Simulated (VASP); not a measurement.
Li: single point with PBE+D3(BJ)

The system is Li.

```
Li
1.0
     0.00000   -2.08861   -2.08861
     0.00000    2.08861   -2.08861
     4.17722    0.00000    0.00000
Li
2
Direct
  0.68314 0.47965 0.50000
  0.81686 0.02035 0.00000
```

This cell differs from its parent crystal: atoms displaced along several vibrational modes.

| Quantity | Value |
| --- | --- |
| Program | VASP 6.6.1 |
| Task | single point |
| Functional | PBE |
| Dispersion | D3(BJ) |
| Potentials or basis | VASP PAW PBE potentials, release 64 (Li_sv) |
| Cutoff | 520 eV |
| k mesh | 16 × 16 × 12 |
| Occupations | gaussian, width 0.15 eV |
| Spin | no spin polarisation |

```
Largest force              : 0.332 eV/Å
Band gap on the k mesh     : zero (bands 3 and 4 overlap by 4.77 eV)
Dispersion energy per atom : -0.190 eV
```

Forces in eV/Å, atoms in the order of the input:
```
Li   0.000  0.315  0.105
Li   0.000 -0.315 -0.105
```

Levels at points of the mesh, in eV from the Fermi level:
```
           k point  band 1  band 2  band 3  band 4  band 5  band 6
(0.00, 0.00, 0.00)  -46.67  -46.59   -3.69    1.35    5.19    8.82
(0.50, 0.00, 0.00)  -46.65  -46.58   -1.34    0.78    4.09    6.63
(0.00, 0.50, 0.00)  -46.63  -46.61   -0.75   -0.47    5.33    5.86
(0.50, 0.50, 0.00)  -46.62  -46.60    2.10    2.41    3.30    3.78
(0.00, 0.00, 0.50)  -46.63  -46.63   -2.14   -2.14   10.70   10.70
(0.50, 0.00, 0.50)  -46.62  -46.62    0.49    0.49    2.23    2.23
(0.00, 0.50, 0.50)  -46.62  -46.62   -0.25   -0.25    3.36    3.36
(0.50, 0.50, 0.50)  -46.61  -46.61    2.63    2.63    4.03    4.03
```

Run time: 110 s on 1 thread of Intel(R) Xeon(R) 6975P-C (Granite Rapids) (shared host), peak memory 0.35 GiB.

Caveat: the cell differs from its parent crystal (atoms displaced along several vibrational modes).
